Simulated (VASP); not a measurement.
Write the native input for VASP 6.6.1 that does the following.

```yaml
Task: single point
Functional: PBE
Dispersion: D3(BJ)
Potentials_or_basis: VASP PAW PBE potentials, release 64 (Zn, S)
Cutoff: 500 eV
k_mesh: 6 × 6 × 6
Occupations: gaussian, width 0.1 eV
Spin: no spin polarisation
Dipole_correction: no
Further_INCAR_settings: ALGO = Normal; EDIFF = 1e-06; NBANDS = 16
```

The structure of ZnS lies in POSCAR:

```
ZnS
1.0
    0.0000000000      2.7046500000      2.7046500000
    2.7046500000      0.0000000000      2.7046500000
    2.7046500000      2.7046500000      0.0000000000
Zn S
1 1
Direct
    0.0000000000      0.0000000000      0.0000000000
    0.7500000000      0.7500000000      0.7500000000
```

The input as run:

INCAR

```
  PREC = Accurate
  ENCUT = 500
  EDIFF = 1E-6
  ISMEAR = 0
  SIGMA = 0.1
  LREAL = F
  LASPH = T
  NELM = 120
  ALGO = Normal
  ISIF = 2
  LWAVE = F
  LCHARG = F
  GGA = PE
  IVDW = 12
  NBANDS = 16
  GGA_COMPAT = F
```

KPOINTS

```
Automatic mesh
0
Gamma
  6 6 6
```

Potentials or basis: VASP PAW PBE potentials, release 64 (Zn, S).

Run with:

```bash
$ cat potpaw_PBE.64/Zn/POTCAR potpaw_PBE.64/S/POTCAR > POTCAR
$ mpirun -np 1 vasp_std > vasp.out
```

It gave:

* Pressure: -1.2 GPa
* Band gap on the k mesh: 2.10 eV, direct
* Dispersion energy per atom: -0.307 eV

Wall time 22 s on 1 thread of Intel Xeon 8259CL (shared host), peak memory 0.16 GiB.
